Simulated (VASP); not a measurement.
Wanted: the native input for a VASP 6.6.1 run.

| Quantity | Value |
| --- | --- |
| Task | single point |
| Functional | PBEsol |
| Potentials or basis | VASP PAW PBE potentials, release 64 (Ti_sv) |
| Cutoff | 520 eV |
| k mesh | 20 × 20 × 20 |
| Occupations | gaussian, width 0.15 eV |
| Spin | no spin polarisation |
| Dipole correction | no |
| Further INCAR settings | ALGO = Fast; EDIFF = 1e-07; NBANDS = 12 |

The structure of Ti lies in POSCAR:

```
Ti
1.0
    0.0000000000      2.0680625000      2.0680625000
    2.0300000000      0.0380625000      2.0300000000
    2.0300000000      2.0300000000      0.0380625000
Ti
1
Direct
    0.0000000000      0.0000000000      0.0000000000
```

This cell differs from its parent crystal: strain +0.0375 x Voigt [0, 0, 0, 1, 0, 0].

One way to write it, as run:

INCAR

```
SYSTEM = Ti
  PREC = Accurate
  ENCUT = 520
  EDIFF = 1E-7
  ISMEAR = 0
  SIGMA = 0.15
  LREAL = .False.
  LASPH = .True.
  NELM = 60
  ALGO = Fast
  ISIF = 2
  LWAVE = .False.
  LCHARG = .False.
  GGA = PS
  NBANDS = 12
```

KPOINTS

```
regular mesh
0
Gamma
  20 20 20
  0 0 0
```

Potentials or basis: VASP PAW PBE potentials, release 64 (Ti_sv).

Run with:

```bash
$ cat potpaw_PBE.64/Ti_sv/POTCAR > POTCAR
$ mpirun -np 1 vasp_std > vasp.out
```

It gave:

- Pressure: -0.5 GPa
- Band gap on the k mesh: zero (bands 6 and 7 overlap by 1.20 eV)

Caveat: the cell differs from its parent crystal (strain +0.0375 x Voigt [0, 0, 0, 1, 0, 0]); the PAW data sets were made with another functional, which shifts forces and pressure a little.

It took 2.9 min on 1 thread of Intel(R) Xeon(R) 6975P-C (Granite Rapids), with other jobs on the host, peak memory 0.33 GiB.
